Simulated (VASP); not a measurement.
# EuTe2 (R-3m) in VASP: a series of runs

Runs on EuTe2. Level: PBE+U. Tasks: single point.

All numbers are computed with VASP 6.6.1; they aren't measurements. Logs are shortened: lines on timing, memory, paths and dates and some standing lists are left out, and cuts for length are marked.

## Step 1: The cell of the first run

Symmetry: R-3m, No. 166, trigonal system. The conventional cell has a = 5.494 Å, b = 5.494 Å, c = 13.433 Å, α = 90.00°, β = 90.00°, γ = 120.00°. Eu (site symmetry -3m) has 8 Te at 3.36 Å within 4.4 Å. Te (site symmetry 3m) has 4 Eu at 3.36 Å and 6 Te at 3.88 Å within 4.4 Å.

## Step 2: Single point, PBE+U, collinear spin, ferromagnetic start (39.01 Å³/atom)

INCAR

```
SYSTEM = EuTe2
PREC = Accurate
ENCUT = 520
EDIFF = 1E-6
ISMEAR = 0
SIGMA = 0.05
LREAL = .False.
LASPH = .True.
NELM = 150
ALGO = Normal
ISIF = 2
LWAVE = .False.
LCHARG = .False.
ISPIN = 2
MAGMOM = 7.63 0.12 0.12
LORBIT = 11
LMAXMIX = 6
LDAU = .True.
LDAUTYPE = 2
LDAUL = 3 -1
LDAUU = 6 0
LDAUJ = 0 0
LDAUPRINT = 1
GGA = PE
NBANDS = 26
```

KPOINTS

```
regular mesh
0
Gamma
  8 8 8
  0 0 0
```

POSCAR

```
EuTe2
1.0
    2.7468557655      1.5858979156      4.4777660515
   -2.7468557655      1.5858979156      4.4777660515
    0.0000000000     -3.1717958312      4.4777660515
Eu Te
1 2
Direct
    0.0000000000      0.0000000000      0.0000000000
    0.2499171022      0.2499171022      0.2499171022
    0.7500828978      0.7500828978      0.7500828978
```

Potentials or basis: VASP PAW PBE potentials, release 64 (Eu, Te).

Started as:

```sh
$ cat potpaw_PBE.64/Eu/POTCAR potpaw_PBE.64/Te/POTCAR > POTCAR
$ mpirun -np 1 vasp_std > vasp.out
```

OUTCAR:

```text
SYSTEM = EuTe2
   PREC = Accurate
   ENCUT = 520
   EDIFF = 1E-6
   ISMEAR = 0
   LREAL = .False.
   LASPH = .True.
   NELM = 150
   ISIF = 2
   ISPIN = 2
   LORBIT = 11
   GGA = PE

 ion  position               nearest neighbor table
   1  0.000  0.000  0.000-   2 3.36   3 3.36   3 3.36   2 3.36   3 3.36   3 3.36   2 3.36   2 3.36

   2  0.250  0.250  0.250-   1 3.36   1 3.36   1 3.36   1 3.36
   3  0.750  0.750  0.750-   1 3.36   1 3.36   1 3.36   1 3.36

  LATTYP: Found a trigonal (rhomboedric) cell.
 ALAT       =     5.4873197107
 COS(alpha) =     0.4988344869

  Lattice vectors:

 A1 = (   2.7468557655,   1.5858979156,   4.4777660515)
 A2 = (  -2.7468557655,   1.5858979156,   4.4777660515)
 A3 = (   0.0000000000,  -3.1717958312,   4.4777660515)

Analysis of symmetry for initial positions (statically):
=====================================================================
 Subroutine PRICEL returns:
 Original cell was already a primitive cell.

 Routine SETGRP: Setting up the symmetry group for a
 trigonal (rhombohedral) supercell.

 Subroutine GETGRP returns: Found 12 space group operations
 (whereof 12 operations were pure point group operations)
 out of a pool of 12 trial point group operations.

The static configuration has the point symmetry D_3d.

Analysis of symmetry for dynamics (positions and initial velocities):
=====================================================================
 Subroutine PRICEL returns:
 Original cell was already a primitive cell.

 Routine SETGRP: Setting up the symmetry group for a
 trigonal (rhombohedral) supercell.

 Subroutine GETGRP returns: Found 12 space group operations
 (whereof 12 operations were pure point group operations)
 out of a pool of 12 trial point group operations.

The dynamic configuration has the point symmetry D_3d.
[... 192 lines left out ...]
  o =  0.9748  v =  0.0000  0.0000 -0.4126  0.0000 -0.0000  0.9109 -0.0000  0.0000  0.0000  0.0000  0.0000  0.0000  0.0000  0.0000      0.0000  0.0000  0.0000  0.0000  0.0000  0.0000  0.0000  0.0000  0.0000  0.0000  0.0000  0.0000  0.0000  0.0000
  o =  0.9748  v = -0.0000  0.9109  0.0000 -0.0000 -0.4126 -0.0000 -0.0000  0.0000  0.0000  0.0000  0.0000  0.0000  0.0000  0.0000      0.0000  0.0000  0.0000  0.0000  0.0000  0.0000  0.0000  0.0000  0.0000  0.0000  0.0000  0.0000  0.0000  0.0000
  o =  0.9749  v =  0.7479 -0.0000  0.0000  0.6638  0.0000 -0.0000  0.0000  0.0000  0.0000  0.0000  0.0000  0.0000  0.0000  0.0000      0.0000  0.0000  0.0000  0.0000  0.0000  0.0000  0.0000  0.0000  0.0000  0.0000  0.0000  0.0000  0.0000  0.0000
  o =  0.9809  v =  0.0000  0.0000 -0.9109  0.0000  0.0000 -0.4126  0.0000  0.0000  0.0000  0.0000  0.0000  0.0000  0.0000  0.0000      0.0000  0.0000  0.0000  0.0000  0.0000  0.0000  0.0000  0.0000  0.0000  0.0000  0.0000  0.0000  0.0000  0.0000
  o =  0.9809  v =  0.0000 -0.4126 -0.0000  0.0000 -0.9109 -0.0000 -0.0000  0.0000  0.0000  0.0000  0.0000  0.0000  0.0000  0.0000      0.0000  0.0000  0.0000  0.0000  0.0000  0.0000  0.0000  0.0000  0.0000  0.0000  0.0000  0.0000  0.0000  0.0000
  o =  0.9809  v = -0.0000 -0.0000  0.0000 -0.0000 -0.0000  0.0000  1.0000  0.0000  0.0000  0.0000  0.0000  0.0000  0.0000  0.0000      0.0000  0.0000  0.0000  0.0000  0.0000  0.0000  0.0000  0.0000  0.0000  0.0000  0.0000  0.0000  0.0000  0.0000

 number of electron      28.9999999 magnetization       7.3424049

 Free energy of the ion-electron system (eV)
  ---------------------------------------------------
  ext. energy  EPLUGINS =         0.00000000
  ---------------------------------------------------
  free energy    TOTEN  =       -19.39347214 eV

  energy without entropy =      -19.38804602  energy(sigma->0) =      -19.39075908

 E-fermi :   2.9426     XC(G=0):  -8.5106

 val. band max:        2.9371779850   @ k =   0.3750   0.3750   0.0000
 cond. band min:       2.9581834282   @ k =  -0.2500   0.5000   0.2500
 fundamental gap:      0.0210054432
 Fermi energy:         2.9426199059

 spin component 1

 k-point     1 :       0.0000    0.0000    0.0000
  band No.  band energies     occupation
      1     -37.0482      1.00000
      2     -15.9519      1.00000
      3     -15.9518      1.00000
      4     -15.9518      1.00000
      5      -8.0274      1.00000
      6      -6.3719      1.00000
[... 1385 lines left out ...]
     25      12.2219      0.00000
     26      12.2384      0.00000

 [... further k-points ...]

------------------------ aborting loop because EDIFF is reached ----------------------------------------

  FORCE on cell =-STRESS in cart. coord.  units (eV):
  Direction    XX          YY          ZZ          XY          YZ          ZX
  --------------------------------------------------------------------------------------
  -------------------------------------------------------------------------------------
  Total       -0.7899880     -0.7899880     -0.7523405      0.0000000     -0.0000000      0.0000000
  in kB      -10.8145217    -10.8145217    -10.2991476      0.0000000     -0.0000000      0.0000000
  external PRESSURE =     -10.6427304 kB  Pullay stress =       0.0000000 kB

 VOLUME and BASIS-vectors are now :
 -----------------------------------------------------------------------------
  energy-cutoff  :      520.00
  volume of cell :      117.04
      direct lattice vectors                 reciprocal lattice vectors
     2.746855765  1.585897916  4.477766051     0.182026303  0.105092935  0.074441882
    -2.746855765  1.585897916  4.477766051    -0.182026303  0.105092935  0.074441882
     0.000000000 -3.171795831  4.477766051     0.000000000 -0.210185870  0.074441882

 POSITION                                       TOTAL-FORCE (eV/Angst)
 -----------------------------------------------------------------------------------
      0.00000      0.00000      0.00000         0.000000     -0.000000      0.000000
      0.00000      0.00000      3.35721         0.000000     -0.000000      0.008137
      0.00000      0.00000     10.07609         0.000000      0.000000     -0.008137
 -----------------------------------------------------------------------------------
    total drift:                               -0.000000     -0.000000      0.000000

  FREE ENERGIE OF THE ION-ELECTRON SYSTEM (eV)
  ---------------------------------------------------
  free  energy   TOTEN  =       -19.3934721438 eV

  energy  without entropy=      -19.3880460244  energy(sigma->0) =      -19.39075908

 total charge

# of ion       s       p       d       f       tot
--------------------------------------------------
    1        2.032   5.767   0.251   6.768  14.818
    2        1.387   1.942   0.012   0.000   3.341
    3        1.387   1.942   0.012   0.000   3.341
--------------------------------------------------
tot          4.806   9.650   0.276   6.768  21.500

 magnetization (x)

# of ion       s       p       d       f       tot
--------------------------------------------------
    1       -0.013  -0.115   0.064   6.756   6.692
    2        0.000   0.084   0.001   0.000   0.085
    3        0.000   0.084   0.001   0.000   0.085
--------------------------------------------------
tot         -0.013   0.053   0.067   6.756   6.863
```

OSZICAR:

```text
N       E                     dE             d eps       ncg     rms          rms(c)
DAV:   1     0.200136708097E+03    0.20014E+03   -0.10411E+04  9034   0.343E+03
DAV:   2     0.257265700445E+02   -0.17441E+03   -0.14807E+03  9422   0.385E+02
DAV:   3    -0.100060344069E+02   -0.35733E+02   -0.35001E+02 10236   0.133E+02
[... 17 lines left out ...]
DAV:  21    -0.193934595752E+02    0.51599E-04   -0.14836E-04 11734   0.318E-01    0.679E-02
DAV:  22    -0.193934732475E+02   -0.13672E-04   -0.41523E-05 11692   0.134E-01    0.183E-01
DAV:  23    -0.193934700395E+02    0.32080E-05   -0.19614E-05 11460   0.727E-02    0.494E-02
DAV:  24    -0.193934726027E+02   -0.25632E-05   -0.24707E-06  7948   0.204E-02    0.429E-02
DAV:  25    -0.193934721438E+02    0.45892E-06   -0.76782E-07  7664   0.224E-02
   1 F= -.19393472E+02 E0= -.19390759E+02  d E =-.542612E-02  mag=     7.3424
```

It took 25 min on 1 thread of Intel Xeon 8259CL, shared host; peak memory 0.56 GiB.

What came out:

| Quantity | Value |
| --- | --- |
| Free energy | -19.3935 eV |
| Pressure | -1.1 GPa |
| Largest force | 0.008 eV/Å |
| Net moment | 7.34 μB per cell |
| Site moments | Eu +6.69; Te +0.09 μB |
| Valence electrons inside the program's atomic spheres | Eu 14.82; Te 3.34 |

Forces in eV/Å, atoms in the order of the input:
```
Eu   0.000  0.000  0.000
Te   0.000  0.000  0.008
Te   0.000  0.000 -0.008
```

Levels at points of the mesh, in eV from the Fermi level:
Spin up:
```csv
k point,band 16,band 17,band 18,band 19,band 20,band 21
"(0.00, 0.00, 0.00)",-0.66,0.25,0.25,0.25,2.70,2.70
"(0.50, 0.00, 0.00)",-1.13,-0.83,-0.83,-0.52,3.21,3.21
"(0.50, 0.50, 0.00)",-0.85,-0.11,-0.10,1.12,2.08,3.78
"(0.50, 0.50, 0.50)",-1.13,-0.83,-0.83,-0.52,3.21,3.21
```
Spin down:
| k point | band 7 | band 8 | band 9 | band 10 | band 11 | band 12 | band 13 | band 14 | band 15 | band 16 |
| --- | --- | --- | --- | --- | --- | --- | --- | --- | --- | --- |
| (0.00, 0.00, 0.00) | -2.44 | -2.44 | -2.43 | 0.25 | 0.25 | 0.25 | 3.23 | 3.23 | 4.01 | 5.18 |
| (0.50, 0.00, 0.00) | -1.75 | -1.75 | -1.67 | -1.33 | -1.06 | -1.06 | 3.89 | 3.89 | 4.98 | 5.73 |
| (0.50, 0.50, 0.00) | -3.49 | -2.30 | -2.29 | 0.13 | 0.14 | 1.03 | 2.52 | 4.58 | 4.89 | 5.58 |
| (0.50, 0.50, 0.50) | -1.75 | -1.75 | -1.68 | -1.33 | -1.06 | -1.06 | 3.89 | 3.89 | 5.00 | 5.73 |

Eigenvalues of the final occupation matrices:
```
    site  spin  trace                         eigenvalues
site 1 f     1   6.77  0.90 0.97 0.97 0.97 0.98 0.98 0.98
site 1 f     2   0.01  0.00 0.00 0.00 0.00 0.00 0.00 0.00
```

Caveat: spin-orbit coupling is left out, which moves the levels of the heavy elements; a cell with one magnetic atom can't hold antiferromagnetic order, which such compounds often take. The state reached can hang on the start; a lower one may exist.

(Continued in part 2 of 2.)
